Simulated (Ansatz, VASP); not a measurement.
**Yb in VASP and in Ansatz**

```
Yb
1.0
     3.87990    0.00000    0.00000
    -1.93995    3.36009    0.00000
     0.00000    0.00000    6.38590
Yb
2
Direct
  0.66667 0.33333 0.75000
  0.33333 0.66667 0.25000
```

Alike in both runs: task single point; functional LDA; k mesh 6 × 6 × 3; occupations fermi-dirac, width 0.05 eV; collinear spin.

```csv
,VASP,Ansatz
version,VASP 6.6.1,Ansatz 0.2.0
potentials or method,"VASP PAW PBE potentials, release 64 (Yb), cutoff 520 eV","all-electron LAPW, scalar-relativistic"
```

VASP gave:

```
gap on the k mesh at the Fermi level (eV)                     : none
pressure (GPa)                                                : -4.9
traceless stress, the component that is largest in VASP (GPa) : -0.23
net moment per atom (μB)                                      : 0.00
```

Q: What did Ansatz give for the same quantities?

A: gap on the k mesh at the Fermi level (eV): none; pressure (GPa): -4.4; traceless stress, the component that is largest in VASP (GPa): -0.27; net moment per atom (μB): 0.00.

VASP's potentials were made for PBE, not for LDA. LDA's correlation is that of Perdew and Zunger in VASP and of Perdew and Wang (1992) in Ansatz. A gap of «none» marks a metal or a gap that the smearing closes. Ansatz ran all-electron here, and VASP with PAW potentials.

Spin-orbit coupling is off throughout. Noted on Ansatz's run: the k mesh is thin for a metal, which can move the energy by tens of meV per atom; the open f shell may have settled in a state that isn't the lowest.
